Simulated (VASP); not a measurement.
# Si (Fd-3m) in VASP: notebook

The runs below take Si through density of states, vibrations by perturbation theory, with PBE.

Program: VASP 6.6.1. These are calculated values, not measurements. Logs are shortened: lines on timing, memory, paths and dates and some standing lists are left out, and cuts for length are marked.

## Step 1: The cell of the first run

The structure is cubic, space group Fd-3m (No. 227). The conventional cell has a = 5.444 Å, b = 5.444 Å, c = 5.444 Å, α = 90.00°, β = 90.00°, γ = 90.00°. Si (site symmetry -43m) has 4 Si at 2.36 Å within 3.1 Å.

## Step 2: Density of states, PBE

The input, POSCAR:

```
Si
1.0
    0.0000000000      2.7218510000      2.7218510000
    2.7218510000      0.0000000000      2.7218510000
    2.7218510000      2.7218510000      0.0000000000
Si
2
Direct
    0.2500000000      0.2500000000      0.2500000000
    0.0000000000      0.0000000000      0.0000000000
```

The input, INCAR.step1:

```
PREC     = Accurate       # precision mode
ENCUT    = 400            # plane-wave cutoff, eV
EDIFF    = 1E-6           # SCF threshold, eV
ISMEAR   = 0              # smearing method
SIGMA    = 0.01           # smearing width, eV
LREAL    = False          # projectors in reciprocal space
LASPH    = True           # aspherical terms in the spheres
NELM     = 120            # most SCF steps
ALGO     = Normal         # electronic algorithm
ISIF     = 2              # what is computed and relaxed
LWAVE    = False          # write WAVECAR
LCHARG   = True           # write CHGCAR
GGA      = PE             # functional
NBANDS   = 11             # bands
GGA_COMPAT= False        
NEDOS    = 2001           # points of the DOS
LORBIT   = 11             # projections on sites
```

The input, KPOINTS.step1:

```
Automatic mesh
0
Gamma
  7 7 7
```

The input, INCAR.step2:

```
PREC     = Accurate       # precision mode
ENCUT    = 400            # plane-wave cutoff, eV
EDIFF    = 1E-6           # SCF threshold, eV
ISMEAR   = -5             # smearing method
SIGMA    = 0.01           # smearing width, eV
LREAL    = False          # projectors in reciprocal space
LASPH    = True           # aspherical terms in the spheres
NELM     = 120            # most SCF steps
ALGO     = Normal         # electronic algorithm
ISIF     = 2              # what is computed and relaxed
LWAVE    = False          # write WAVECAR
LCHARG   = False          # write CHGCAR
GGA      = PE             # functional
LORBIT   = 11             # projections on sites
NBANDS   = 11             # bands
NEDOS    = 2001           # points of the DOS
ICHARG   = 11             # starting density
GGA_COMPAT= False
```

The input, KPOINTS.step2:

```
Automatic mesh
0
Gamma
  11 11 11
```

Potentials or basis: VASP PAW PBE potentials, release 64 (Si).

Started as:

```sh
$ cat potpaw_PBE.64/Si/POTCAR > POTCAR
$ cp INCAR.step1 INCAR
$ cp KPOINTS.step1 KPOINTS
$ mpirun -np 1 vasp_std > vasp.out
$ cp INCAR.step2 INCAR
$ cp KPOINTS.step2 KPOINTS
$ mpirun -np 1 vasp_std > vasp.out
```

OUTCAR:

```text
PREC = Accurate
   ENCUT = 400
   EDIFF = 1E-6
   ISMEAR = -5
   LREAL = False
   LASPH = True
   NELM = 120
   ISIF = 2
   GGA = PE
   LORBIT = 11
   ICHARG = 11

 ion  position               nearest neighbor table
   1  0.250  0.250  0.250-   2 2.36   2 2.36   2 2.36   2 2.36
   2  0.000  0.000  0.000-   1 2.36   1 2.36   1 2.36   1 2.36

  LATTYP: Found a face centered cubic cell.
 ALAT       =     5.4437020000

  Lattice vectors:

 A1 = (   0.0000000000,   2.7218510000,   2.7218510000)
 A2 = (   2.7218510000,   0.0000000000,   2.7218510000)
 A3 = (   2.7218510000,   2.7218510000,   0.0000000000)

Analysis of symmetry for initial positions (statically):
=====================================================================
 Subroutine PRICEL returns:
 Original cell was already a primitive cell.

 Routine SETGRP: Setting up the symmetry group for a
 face centered cubic supercell.

 Subroutine GETGRP returns: Found 48 space group operations
 (whereof 24 operations were pure point group operations)
 out of a pool of 48 trial point group operations.

The static configuration has the point symmetry T_d .
 The point group associated with its full space group is O_h .

Analysis of symmetry for dynamics (positions and initial velocities):
=====================================================================
 Subroutine PRICEL returns:
 Original cell was already a primitive cell.

 Routine SETGRP: Setting up the symmetry group for a
 face centered cubic supercell.

 Subroutine GETGRP returns: Found 48 space group operations
 (whereof 24 operations were pure point group operations)
 out of a pool of 48 trial point group operations.

The dynamic configuration has the point symmetry T_d .
 The point group associated with its full space group is O_h .

 Subroutine INISYM returns: Found 48 space group operations
 (whereof 24 operations are pure point group operations),
 and found     1 'primitive' translations

----------------------------------------------------------------------------------------

                                     Primitive cell

  volume of cell :      40.3295

  direct lattice vectors                    reciprocal lattice vectors
     0.000000000  2.721851000  2.721851000    -0.183698520  0.183698520  0.183698520
     2.721851000  0.000000000  2.721851000     0.183698520 -0.183698520  0.183698520
     2.721851000  2.721851000  0.000000000     0.183698520  0.183698520 -0.183698520
[... 100 lines left out ...]
   EFERMI =   0.00;   METHOD = LEGACY
   ISMEAR =    -5;   SIGMA  =   0.01  broadening in eV -4-tet -1-fermi 0-gaus
   EFERMI_NEDOS =   21; number of points for ismear=-14 and -15
   IALGO  =     38    algorithm
   IMIX   =      4    mixing-type and parameters
     AMIX     =   0.40;   BMIX     =  1.00
     AMIX_MAG =   1.60;   BMIX_MAG =  1.00
  volume/ion in A,a.u.               =      20.16       136.08
  Fermi-wavevector in a.u.,A,eV,Ry     =   0.954766  1.804247 12.402785  0.911579
  Thomas-Fermi vector in A             =   2.083543
   LORBIT       =     11    0 simple, 1 ext, 2 COOP (PROOUT), +10 PAW based schemes
   GGA     = PE    functional components
   LHFCALC =     F    Hartree Fock is set to
   AEXX    =    0.0000 exact exchange contribution
   IVDW    =     0    specifies the selected vdW correction
   LEPSILON=     F    determine dielectric tensor
   LRPA    =     F    only Hartree local field effects (RPA)
 non-spin polarized calculation
 Fermi weights with tetrahedron method with Bloechl corrections
  energy-cutoff  :      400.00
  volume of cell :       40.33
 maximum number of plane-waves:       751
 NGX is ok and might be reduce to    28

 number of electron       8.0000001 magnetization

 Free energy of the ion-electron system (eV)
  ---------------------------------------------------
  ext. energy  EPLUGINS =         0.00000000
  ---------------------------------------------------
  free energy    TOTEN  =       -10.84720077 eV

  energy without entropy =      -10.84720077  energy(sigma->0) =      -10.84720077

 E-fermi :   5.7606     XC(G=0):  -9.3790

 val. band max:        5.7571870943   @ k =   0.0000   0.0000   0.0000
 cond. band min:       6.3666459468   @ k =   0.4545   0.4545   0.0000
 fundamental gap:      0.6094588525
 Fermi energy:         5.7606232894

 k-point     1 :       0.0000    0.0000    0.0000
  band No.  band energies     occupation
      1      -6.1518      2.00000
      2       5.7572      2.00000
      3       5.7572      2.00000
      4       5.7572      2.00000
      5       8.3187      0.00000
      6       8.3187      0.00000
      7       8.3187      0.00000
      8       9.0484      0.00000
      9      13.4740      0.00000
     10      13.4740      0.00000
     11      13.6886      0.00000
[... 309 lines left out ...]
 k-point    24 :      -0.1818    0.1818    0.0000
  band No.  band energies     occupation
      1      -5.0353      2.00000
      2       1.6973      2.00000
      3       3.0928      2.00000
      4       5.0749      2.00000
      5       8.7319      0.00000
      6       9.4962      0.00000
      7       9.7940      0.00000
      8      11.4159      0.00000
      9      11.8503      0.00000
     10      15.7149      0.00000
     11      16.3747      0.00000

 [... further k-points ...]

------------------------ aborting loop because EDIFF is reached ----------------------------------------

  FORCE on cell =-STRESS in cart. coord.  units (eV):
  Direction    XX          YY          ZZ          XY          YZ          ZX
  --------------------------------------------------------------------------------------
  -------------------------------------------------------------------------------------
  Total        0.2983960      0.2983960      0.2983960     -0.0000000     -0.0000000     -0.0000000
  in kB       11.8544280     11.8544280     11.8544280     -0.0000000     -0.0000000     -0.0000000
  external PRESSURE =      11.8544280 kB  Pullay stress =       0.0000000 kB

 VOLUME and BASIS-vectors are now :
 -----------------------------------------------------------------------------
  energy-cutoff  :      400.00
  volume of cell :       40.33
      direct lattice vectors                 reciprocal lattice vectors
     0.000000000  2.721851000  2.721851000    -0.183698520  0.183698520  0.183698520
     2.721851000  0.000000000  2.721851000     0.183698520 -0.183698520  0.183698520
     2.721851000  2.721851000  0.000000000     0.183698520  0.183698520 -0.183698520

 POSITION                                       TOTAL-FORCE (eV/Angst)
 -----------------------------------------------------------------------------------
      1.36093      1.36093      1.36093         0.000000      0.000000      0.000000
      0.00000      0.00000      0.00000        -0.000000     -0.000000     -0.000000
 -----------------------------------------------------------------------------------
    total drift:                                0.000000      0.000000     -0.000000

  FREE ENERGIE OF THE ION-ELECTRON SYSTEM (eV)
  ---------------------------------------------------
  free  energy   TOTEN  =       -10.8472007687 eV

  energy  without entropy=      -10.8472007687  energy(sigma->0) =      -10.84720077

 total charge

# of ion       s       p       d       tot
------------------------------------------
    1        0.751   0.937   0.000   1.688
    2        0.751   0.937   0.000   1.688
--------------------------------------------------
tot          1.502   1.874   0.000   3.376
```

OUTCAR.step1:

```text
PREC = Accurate
   ENCUT = 400
   EDIFF = 1E-6
   ISMEAR = 0
   LREAL = False
   LASPH = True
[... 501 lines left out ...]
    total drift:                                0.000000      0.000000     -0.000000

  FREE ENERGIE OF THE ION-ELECTRON SYSTEM (eV)
  ---------------------------------------------------
  free  energy   TOTEN  =       -10.8381339750 eV

  energy  without entropy=      -10.8381339750  energy(sigma->0) =      -10.83813398

 total charge

# of ion       s       p       d       tot
------------------------------------------
    1        0.750   0.939   0.000   1.689
    2        0.750   0.939   0.000   1.689
--------------------------------------------------
tot          1.500   1.878   0.000   3.377
```

Run time: 11 s. Hardware: 1 thread of AMD EPYC 9R45 (Zen 5), shared host; peak memory 0.11 GiB.

Results:

```
Valence electrons inside the program's atomic spheres : Si 1.69
```

## Step 3: Density of states, PBE

POSCAR is that of step 2.

The input, INCAR.step1:

```
SYSTEM = Si
ALGO = Normal ; EDIFF = 1E-6
ENCUT = 400 ; GGA = PE
GGA_COMPAT = .False. ; ISIF = 2
ISMEAR = 0 ; LASPH = .True.
LCHARG = .True. ; LORBIT = 11
LREAL = .False. ; LWAVE = .False.
NBANDS = 11 ; NEDOS = 2001
NELM = 120 ; PREC = Accurate
SIGMA = 0.01
```

The input, KPOINTS.step1:

```
k-points
0
Gamma
  7 7 7
  0 0 0
```

The input, INCAR.step2:

```
SYSTEM = Si
ALGO = Normal ; EDIFF = 1E-6
ENCUT = 400 ; GGA = PE
GGA_COMPAT = .False. ; ICHARG = 11
ISIF = 2 ; ISMEAR = -5
LASPH = .True. ; LCHARG = .False.
LORBIT = 11 ; LREAL = .False.
LWAVE = .False. ; NEDOS = 1001
NELM = 120 ; PREC = Accurate
SIGMA = 0.01
```

The input, KPOINTS.step2:

```
k-points
0
Gamma
  11 11 11
  0 0 0
```

Potentials or basis: VASP PAW PBE potentials, release 64 (Si).

Started as:

```sh
$ cat potpaw_PBE.64/Si/POTCAR > POTCAR
$ cp INCAR.step1 INCAR
$ cp KPOINTS.step1 KPOINTS
$ mpirun -np 1 vasp_std > vasp.out
$ cp INCAR.step2 INCAR
$ cp KPOINTS.step2 KPOINTS
$ mpirun -np 1 vasp_std > vasp.out
```

OUTCAR:

```text
SYSTEM = Si
   EDIFF = 1E-6
   ENCUT = 400
   GGA = PE
   ICHARG = 11
   ISIF = 2
   ISMEAR = -5
   LASPH = .True.
   LORBIT = 11
   LREAL = .False.
   NELM = 120
   PREC = Accurate

 ion  position               nearest neighbor table
   1  0.250  0.250  0.250-   2 2.36   2 2.36   2 2.36   2 2.36
   2  0.000  0.000  0.000-   1 2.36   1 2.36   1 2.36   1 2.36

  LATTYP: Found a face centered cubic cell.
 ALAT       =     5.4437020000

  Lattice vectors:

 A1 = (   0.0000000000,   2.7218510000,   2.7218510000)
 A2 = (   2.7218510000,   0.0000000000,   2.7218510000)
 A3 = (   2.7218510000,   2.7218510000,   0.0000000000)

Analysis of symmetry for initial positions (statically):
=====================================================================
 Subroutine PRICEL returns:
 Original cell was already a primitive cell.

 Routine SETGRP: Setting up the symmetry group for a
 face centered cubic supercell.

 Subroutine GETGRP returns: Found 48 space group operations
 (whereof 24 operations were pure point group operations)
 out of a pool of 48 trial point group operations.

[... 181 lines left out ...]
      7       8.3187      0.00000
      8       9.0484      0.00000
[... 243 lines left out ...]
 k-point    24 :      -0.1818    0.1818    0.0000
  band No.  band energies     occupation
      1      -5.0353      2.00000
      2       1.6973      2.00000
      3       3.0928      2.00000
      4       5.0749      2.00000
      5       8.7319      0.00000
      6       9.4962      0.00000
      7       9.7940      0.00000
      8      11.4159      0.00000

 [... further k-points ...]

------------------------ aborting loop because EDIFF is reached ----------------------------------------

  FORCE on cell =-STRESS in cart. coord.  units (eV):
  Direction    XX          YY          ZZ          XY          YZ          ZX
  --------------------------------------------------------------------------------------
  -------------------------------------------------------------------------------------
  Total        0.2984163      0.2984163      0.2984163      0.0000000      0.0000000     -0.0000000
  in kB       11.8552329     11.8552329     11.8552329      0.0000000      0.0000000     -0.0000000
  external PRESSURE =      11.8552329 kB  Pullay stress =       0.0000000 kB

 VOLUME and BASIS-vectors are now :
 -----------------------------------------------------------------------------
  energy-cutoff  :      400.00
  volume of cell :       40.33
      direct lattice vectors                 reciprocal lattice vectors
     0.000000000  2.721851000  2.721851000    -0.183698520  0.183698520  0.183698520
     2.721851000  0.000000000  2.721851000     0.183698520 -0.183698520  0.183698520
     2.721851000  2.721851000  0.000000000     0.183698520  0.183698520 -0.183698520

 POSITION                                       TOTAL-FORCE (eV/Angst)
 -----------------------------------------------------------------------------------
      1.36093      1.36093      1.36093         0.000000      0.000000      0.000000
      0.00000      0.00000      0.00000        -0.000000     -0.000000     -0.000000
 -----------------------------------------------------------------------------------
    total drift:                                0.000000      0.000000     -0.000000

  FREE ENERGIE OF THE ION-ELECTRON SYSTEM (eV)
  ---------------------------------------------------
  free  energy   TOTEN  =       -10.8472007730 eV

  energy  without entropy=      -10.8472007730  energy(sigma->0) =      -10.84720077

 total charge

# of ion       s       p       d       tot
------------------------------------------
    1        0.751   0.937   0.000   1.688
    2        0.751   0.937   0.000   1.688
--------------------------------------------------
tot          1.502   1.874   0.000   3.376
```

OUTCAR.step1:

```text
SYSTEM = Si
   EDIFF = 1E-6
   ENCUT = 400
   GGA = PE
   ISIF = 2
   ISMEAR = 0
   LASPH = .True.
   LORBIT = 11
   LREAL = .False.
   NELM = 120
[... 498 lines left out ...]
    total drift:                                0.000000      0.000000     -0.000000

  FREE ENERGIE OF THE ION-ELECTRON SYSTEM (eV)
  ---------------------------------------------------
  free  energy   TOTEN  =       -10.8381339750 eV

  energy  without entropy=      -10.8381339750  energy(sigma->0) =      -10.83813398

 total charge

# of ion       s       p       d       tot
------------------------------------------
    1        0.750   0.939   0.000   1.689
    2        0.750   0.939   0.000   1.689
--------------------------------------------------
tot          1.500   1.878   0.000   3.377
```

It took 9.5 s on 1 thread of AMD EPYC 9R45 (Zen 5), shared host; peak memory 0.11 GiB.

Results:

* Valence electrons inside the program's atomic spheres: Si 1.69

Levels at points of the mesh, in eV from the valence-band top:
```tsv
k point	band 2	band 3	band 4	band 5	band 6	band 7
(0.00, 0.00, 0.00)	0.00	0.00	0.00	2.56	2.56	2.56
```

(Part 1 of 2 ends here.)
